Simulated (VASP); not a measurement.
Crystal: LiH.

```xyz
2
Lattice="0.0000 2.0036 2.0036 2.0036 0.0000 2.0036 2.0036 2.0036 0.0000" Properties=species:S:1:pos:R:3 pbc="T T T"
Li    0.0000    0.0000    0.0000
H     2.0036    2.0036    2.0036
```

- Program: VASP 6.6.1
- Task: relaxation of cell and atoms
- Functional: LDA
- Potentials or basis: VASP PAW LDA potentials, release 64 (Li_sv, H)
- Cutoff: 600 eV
- k mesh: 10 × 10 × 10
- Occupations: fermi-dirac, width 0.02 eV
- Spin: no spin polarisation

At the start: pressure -2.8 GPa; volume 8.04 Å³/atom.

Problem. How do energy, volume and symmetry change on relaxing?

Solution. Over 4 steps the energy falls by 5.9 meV/atom and the volume is 7.42 Å³/atom (-7.8 %); space group Fm-3m (No. 225, to 0.05 Å).

The path:
| step | energy change (eV) | largest force (eV/Å) | pressure (GPa) | volume (Å³) |
| --- | --- | --- | --- | --- |
| 1 | 0.0000 | 0.0000 | -2.85 | 16.09 |
| 2 | -0.0052 | 0.0000 | -2.20 | 15.75 |
| 3 | -0.0115 | 0.0000 | -0.45 | 15.01 |
| 4 | -0.0118 | 0.0000 | 0.02 | 14.83 |

Final structure:
```xyz
2
Lattice="0.0000 1.9501 1.9501 1.9501 0.0000 1.9501 1.9501 1.9501 0.0000" Properties=species:S:1:pos:R:3 pbc="T T T"
Li    1.9501    3.9003    1.9501
H     1.9501    1.9501    1.9501
```

Caveat: the cutoff is under 1.25 times the usual one of these potentials, so pressure, stress and relaxed cells hold a basis-set (Pulay) error.
